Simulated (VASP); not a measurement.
# W (Im-3m) in VASP: notebook

W is run at these levels: PBEsol; tasks: single point.

Program: VASP 6.6.1. These are calculated values, not measurements. Logs are shortened: lines on timing, memory, paths and dates and some standing lists are left out, and cuts for length are marked.

### Step 1. The cell of the first run

The structure is cubic, space group Im-3m (No. 229). Conventional cell: a = 3.091 Å, b = 3.091 Å, c = 3.091 Å, α = 90.00°, β = 90.00°, γ = 90.00°. Within 3.5 Å of W (site symmetry m-3m) lie 14 W at 2.68 to 3.09 Å.

### Step 2. Single point, PBEsol (equal strain along all axes, cell held: -2.0 %)

Input file INCAR:

```
SYSTEM = W
  PREC = Accurate
  ENCUT = 520
  EDIFF = 1E-6
  ISMEAR = 0
  SIGMA = 0.1
  LREAL = .FALSE.
  LASPH = .TRUE.
  NELM = 60
  ALGO = Normal
  ISIF = 2
  LWAVE = .FALSE.
  LCHARG = .TRUE.
  GGA = PS
  LELF = .TRUE.
  LVHAR = .TRUE.
  NBANDS = 21
```

Input file KPOINTS:

```
regular mesh
0
G
  16 16 16
  0 0 0
```

Input file POSCAR:

```
W
1.0
    3.0912414157      0.0000000000      0.0000000000
    0.0000000000      3.0912414157      0.0000000000
    0.0000000000      0.0000000000      3.0912414157
W
2
Direct
    0.0000000000      0.0000000000      0.0000000000
    0.5000000000      0.5000000000      0.5000000000
```

Potentials or basis: VASP PAW PBE potentials, release 64 (W_sv).

On the command line:

```sh
> cat potpaw_PBE.64/W_sv/POTCAR > POTCAR
> mpirun -np 1 vasp_std > vasp.out
```

OUTCAR:

```text
SYSTEM = W
   PREC = Accurate
   ENCUT = 520
   EDIFF = 1E-6
   ISMEAR = 0
   LREAL = .FALSE.
   LASPH = .TRUE.
   NELM = 60
   ISIF = 2
   GGA = PS

 ion  position               nearest neighbor table
   1  0.000  0.000  0.000-   2 2.68   2 2.68   2 2.68   2 2.68   2 2.68   2 2.68   2 2.68   2 2.68

   2  0.500  0.500  0.500-   1 2.68   1 2.68   1 2.68   1 2.68   1 2.68   1 2.68   1 2.68   1 2.68

  LATTYP: Found a simple cubic cell.
 ALAT       =     3.0912414157

  Lattice vectors:

 A1 = (   3.0912414157,   0.0000000000,   0.0000000000)
 A2 = (   0.0000000000,   3.0912414157,   0.0000000000)
 A3 = (   0.0000000000,   0.0000000000,   3.0912414157)

Analysis of symmetry for initial positions (statically):
=====================================================================
 Subroutine PRICEL returns following result:

  LATTYP: Found a body centered cubic cell.
 ALAT       =     3.0912414157

  Lattice vectors:

 A1 = (   1.5456207078,   1.5456207079,  -1.5456207078)
 A2 = (  -1.5456207078,   1.5456207078,   1.5456207078)
 A3 = (   1.5456207078,  -1.5456207078,   1.5456207079)

   2 primitive cells build up your supercell.

 Routine SETGRP: Setting up the symmetry group for a
 simple cubic supercell.

 Subroutine GETGRP returns: Found 48 space group operations
 (whereof 48 operations were pure point group operations)
 out of a pool of 48 trial point group operations.

The static configuration has the point symmetry O_h .

Analysis of symmetry for dynamics (positions and initial velocities):
=====================================================================
 Subroutine PRICEL returns following result:

  LATTYP: Found a body centered cubic cell.
 ALAT       =     3.0912414157

  Lattice vectors:

 A1 = (   1.5456207078,   1.5456207079,  -1.5456207078)
 A2 = (  -1.5456207078,   1.5456207078,   1.5456207078)
 A3 = (   1.5456207078,  -1.5456207078,   1.5456207079)

   2 primitive cells build up your supercell.

 Routine SETGRP: Setting up the symmetry group for a
 simple cubic supercell.

 Subroutine GETGRP returns: Found 48 space group operations
 (whereof 48 operations were pure point group operations)
 out of a pool of 48 trial point group operations.

[... 82 lines left out ...]
   total plane-waves  NPLWV =  13824
   dimension x,y,z NGX =    24 NGY =   24 NGZ =   24
   dimension x,y,z NGXF=    48 NGYF=   48 NGZF=   48
   ions per type =               2
   NGX,Y,Z   is equivalent  to a cutoff of  12.91, 12.91, 12.91 a.u.
   NGXF,Y,Z  is equivalent  to a cutoff of  25.81, 25.81, 25.81 a.u.
 SYSTEM =  W
   PREC   = accura    normal or accurate (medium, high low for compatibility)
   ISTART =      0    job   : 0-new  1-cont  2-samecut
   ICHARG =      2    charge: 1-file 2-atom 10-const
   ISPIN  =      1    spin polarized calculation?
   LNONCOLLINEAR =      F non collinear calculations
   LSORBIT =      F    spin-orbit coupling
   LASPH  =      T    aspherical Exc in radial PAW
   ENCUT  =  520.0 eV  38.22 Ry    6.18 a.u.   5.75  5.75  5.75*2*pi/ulx,y,z
   NELM   =     60;   NELMIN=  2; NELMDL= -5     # of ELM steps
   EDIFF  = 0.1E-05   stopping-criterion for ELM
   LREAL  =      F    real-space projection
   EDIFFG = 0.1E-04   stopping-criterion for IOM
   NSW    =      0    number of steps for IOM
   IBRION =     -1    ionic relax: 0-MD 1-quasi-New 2-CG
   NFREE  =      0    steps in history (QN), initial steepest desc. (CG)
   ISIF   =      2    stress and relaxation
   ISYM   =      2    0-nonsym 1-usesym 2-fastsym
   POTIM  = 0.5000    time-step for ionic-motion
   TEBEG  =    0.0;   TEEND  =   0.0 temperature during run
   PSTRESS=    0.0 pullay stress
   NELECT =      28.0000    total number of electrons
   NUPDOWN=      -1.0000    fix difference up-down
   EMIN   =  10.00;   EMAX   =-10.00  energy-range for DOS
   EFERMI =   0.00;   METHOD = LEGACY
   ISMEAR =     0;   SIGMA  =   0.10  broadening in eV -4-tet -1-fermi 0-gaus
   EFERMI_NEDOS =   21; number of points for ismear=-14 and -15
   IALGO  =     38    algorithm
   IMIX   =      4    mixing-type and parameters
     AMIX     =   0.40;   BMIX     =  1.00
     AMIX_MAG =   1.60;   BMIX_MAG =  1.00
  volume/ion in A,a.u.               =      14.77        99.67
  Fermi-wavevector in a.u.,A,eV,Ry     =   1.608155  3.038972 35.186879  2.586163
  Thomas-Fermi vector in A             =   2.704070
   LORBIT       =      0    0 simple, 1 ext, 2 COOP (PROOUT), +10 PAW based schemes
   GGA     = PS    functional components
   LHFCALC =     F    Hartree Fock is set to
   AEXX    =    0.0000 exact exchange contribution
   IVDW    =     0    specifies the selected vdW correction
   LEPSILON=     F    determine dielectric tensor
   LRPA    =     F    only Hartree local field effects (RPA)
 non-spin polarized calculation
 Gauss-broadening in eV      SIGMA  =   0.10
  energy-cutoff  :      520.00
  volume of cell :       29.54
 maximum number of plane-waves:       840
 NGX is ok and might be reduce to    24
   NGX = 11   NGY = 11   NGZ = 11

 number of electron      28.0000005 magnetization

 Free energy of the ion-electron system (eV)
  ---------------------------------------------------
  ext. energy  EPLUGINS =         0.00000000
  ---------------------------------------------------
  free energy    TOTEN  =       -27.47748418 eV

  energy without entropy =      -27.47019703  energy(sigma->0) =      -27.47384061

 E-fermi :  12.3673     XC(G=0): -14.1660

 val. band max:       12.3570785149   @ k =   0.2500   0.1875   0.0000
 cond. band min:      12.3821626731   @ k =   0.5000   0.1250   0.0625
 fundamental gap:      0.0250841583
 Fermi energy:        12.3673200198

 k-point     1 :       0.0000    0.0000    0.0000
  band No.  band energies     occupation
      1     -61.7367      2.00000
      2     -61.4178      2.00000
      3     -26.3027      2.00000
      4     -26.3027      2.00000
      5     -26.3027      2.00000
      6     -25.1745      2.00000
[... 565 lines left out ...]
     20      16.3140      0.00000
     21      26.7879      0.00000

 [... further k-points ...]
[... 5 lines left out ...]
  --------------------------------------------------------------------------------------
  -------------------------------------------------------------------------------------
  Total        4.2601020      4.2601020      4.2601020      0.0000000      0.0000000     -0.0000000
  in kB      231.0637480    231.0637480    231.0637480      0.0000000      0.0000000     -0.0000000
  external PRESSURE =     231.0637480 kB  Pullay stress =       0.0000000 kB

 VOLUME and BASIS-vectors are now :
 -----------------------------------------------------------------------------
  energy-cutoff  :      520.00
  volume of cell :       29.54
      direct lattice vectors                 reciprocal lattice vectors
     3.091241416  0.000000000  0.000000000     0.323494631  0.000000000  0.000000000
     0.000000000  3.091241416  0.000000000     0.000000000  0.323494631  0.000000000
     0.000000000  0.000000000  3.091241416     0.000000000  0.000000000  0.323494631

 POSITION                                       TOTAL-FORCE (eV/Angst)
 -----------------------------------------------------------------------------------
      0.00000      0.00000      0.00000         0.000000      0.000000      0.000000
      1.54562      1.54562      1.54562        -0.000000     -0.000000     -0.000000
 -----------------------------------------------------------------------------------
    total drift:                                0.000000      0.000000     -0.000000

  FREE ENERGIE OF THE ION-ELECTRON SYSTEM (eV)
  ---------------------------------------------------
  free  energy   TOTEN  =       -27.4774841850 eV

  energy  without entropy=      -27.4701970310  energy(sigma->0) =      -27.47384061
```

OSZICAR:

```text
N       E                     dE             d eps       ncg     rms          rms(c)
DAV:   1     0.268670002478E+03    0.26867E+03   -0.15700E+04  6946   0.158E+03
DAV:   2    -0.198902093862E+02   -0.28856E+03   -0.28063E+03  7446   0.462E+02
DAV:   3    -0.286729974126E+02   -0.87828E+01   -0.86388E+01  7922   0.798E+01
DAV:   4    -0.287437101848E+02   -0.70713E-01   -0.70688E-01  7485   0.768E+00
DAV:   5    -0.287444053865E+02   -0.69520E-03   -0.69520E-03  7910   0.767E-01    0.349E+01
DAV:   6    -0.277646658697E+02    0.97974E+00   -0.10490E+00  7762   0.101E+01    0.148E+01
DAV:   7    -0.274875043975E+02    0.27716E+00   -0.61968E-01  7914   0.717E+00    0.692E-01
DAV:   8    -0.274775128822E+02    0.99915E-02   -0.13216E-02  7055   0.126E+00    0.769E-02
DAV:   9    -0.274774876579E+02    0.25224E-04   -0.20406E-04  8223   0.129E-01    0.548E-02
DAV:  10    -0.274774833500E+02    0.43079E-05   -0.29239E-05  7580   0.579E-02    0.963E-03
DAV:  11    -0.274774841850E+02   -0.83493E-06   -0.75118E-07  5017   0.815E-03
   1 F= -.27477484E+02 E0= -.27473841E+02  d E =-.728715E-02
```

Run time: 38 s. Hardware: 1 thread of AMD EPYC 9R45 (Zen 5), shared host; peak memory 0.17 GiB.

Results:

| Item | Value |
| --- | --- |
| Free energy | -27.4775 eV |
| Pressure | 23.1 GPa |
| Band gap on the k mesh | zero (band 14 reaches 13.30 eV, above the bottom of band 15 at 11.74 eV) |

Levels at points of the mesh, in eV from the Fermi level:
| k point | band 10 | band 11 | band 12 | band 13 | band 14 | band 15 | band 16 | band 17 | band 18 | band 19 |
| --- | --- | --- | --- | --- | --- | --- | --- | --- | --- | --- |
| (0.00, 0.00, 0.00) | -6.49 | -6.49 | -1.41 | -1.41 | -1.41 | 2.36 | 2.36 | 5.67 | 5.67 | 5.67 |
| (0.50, 0.00, 0.00) | -5.40 | -3.25 | -3.25 | -0.62 | -0.62 | -0.62 | -0.62 | 1.42 | 1.42 | 3.82 |
| (0.50, 0.50, 0.00) | -6.81 | -3.98 | -3.98 | 0.93 | 0.93 | 2.31 | 2.31 | 3.38 | 3.38 | 6.79 |
| (0.50, 0.50, 0.50) | -3.17 | -3.17 | -3.17 | -3.17 | -3.17 | 3.57 | 3.57 | 3.57 | 3.57 | 7.26 |

Caveat: the cell differs from its parent crystal (equal strain along all axes, cell held: -2.0 %); the PAW data sets were made with another functional, which shifts forces and pressure a little; spin-orbit coupling is left out, which moves the levels of the heavy elements.

### Step 3. Single point, PBEsol (equal strain along all axes, cell held: -1.0 %)

Input file INCAR:

```
  ALGO = Normal
  EDIFF = 1E-6
  ENCUT = 520
  GGA = PS
  ISIF = 2
  ISMEAR = 0
  LASPH = True
  LCHARG = False
  LREAL = False
  LWAVE = False
  NBANDS = 21
  NELM = 80
  PREC = Accurate
  SIGMA = 0.1
```

Input file KPOINTS:

```
k-points
0
Gamma
  16 16 16
```

Input file POSCAR:

```
W
1.0
    3.1227846954      0.0000000000      0.0000000000
    0.0000000000      3.1227846954      0.0000000000
    0.0000000000      0.0000000000      3.1227846954
W
2
Direct
    0.0000000000      0.0000000000      0.0000000000
    0.5000000000      0.5000000000      0.5000000000
```

Potentials or basis: VASP PAW PBE potentials, release 64 (W_sv).

On the command line:

```sh
> cat potpaw_PBE.64/W_sv/POTCAR > POTCAR
> mpirun -np 1 vasp_std > vasp.out
```

Wall time 36 s (1 thread of AMD EPYC 9R45 (Zen 5), shared host); peak memory 0.17 GiB.

The run converged. Its results:

```yaml
Free_energy: -27.5749 eV
Pressure: 11.1 GPa
Band_gap_on_the_k_mesh: zero (band 14 reaches 12.71 eV, above the bottom of band 15 at 11.30 eV)
```

Levels at points of the mesh, in eV from the Fermi level:
| k point | band 12 | band 13 | band 14 | band 15 | band 16 | band 17 |
| --- | --- | --- | --- | --- | --- | --- |
| (0.00, 0.00, 0.00) | -1.34 | -1.34 | -1.34 | 2.29 | 2.29 | 5.44 |
| (0.50, 0.00, 0.00) | -3.08 | -0.60 | -0.60 | -0.60 | -0.60 | 1.38 |
| (0.50, 0.50, 0.00) | -3.81 | 0.81 | 0.81 | 2.22 | 2.22 | 3.25 |
| (0.50, 0.50, 0.50) | -3.09 | -3.09 | -3.09 | 3.43 | 3.43 | 3.43 |

Caveat: the cell differs from its parent crystal (equal strain along all axes, cell held: -1.0 %); the PAW data sets were made with another functional, which shifts forces and pressure a little; spin-orbit coupling is left out, which moves the levels of the heavy elements.
